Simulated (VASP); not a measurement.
A run of VASP 6.6.1:

File INCAR:

```
PREC = Accurate ; ENCUT = 520
EDIFF = 1E-6 ; ISMEAR = -1
SIGMA = 0.1 ; LREAL = F
LASPH = T ; NELM = 80
ALGO = Normal ; ISIF = 2
LWAVE = F ; LCHARG = F
GGA = PS ; NBANDS = 18
```

The input KPOINTS:

```
regular mesh
0
Gamma
  9 9 12
```

POSCAR

```
Re
1.0
    4.1573192380      0.0000000000      0.0000000000
   -2.0786596190      3.6003440717      0.0000000000
    0.0000000000      0.0000000000      2.5779901433
Re
3
Direct
    0.0000000000      0.0000000000      0.0000000000
    0.3333333333      0.6666666667      0.5000000000
    0.6666666667      0.3333333333      0.5000000000
```

Potentials or basis: VASP PAW PBE potentials, release 64 (Re).

The run is started by

```bash
$ cat potpaw_PBE.64/Re/POTCAR > POTCAR
$ mpirun -np 1 vasp_std > vasp.out
```

Hardware: 1 thread of Intel Xeon 6975P-C (shared host).

**Question.** How long does it take, and how much memory?

**Answer.** Run time: 33 s on 1 thread of Intel Xeon 6975P-C, with other jobs on the host, peak memory 0.18 GiB. Counts: scf iterations 12, k points 84.
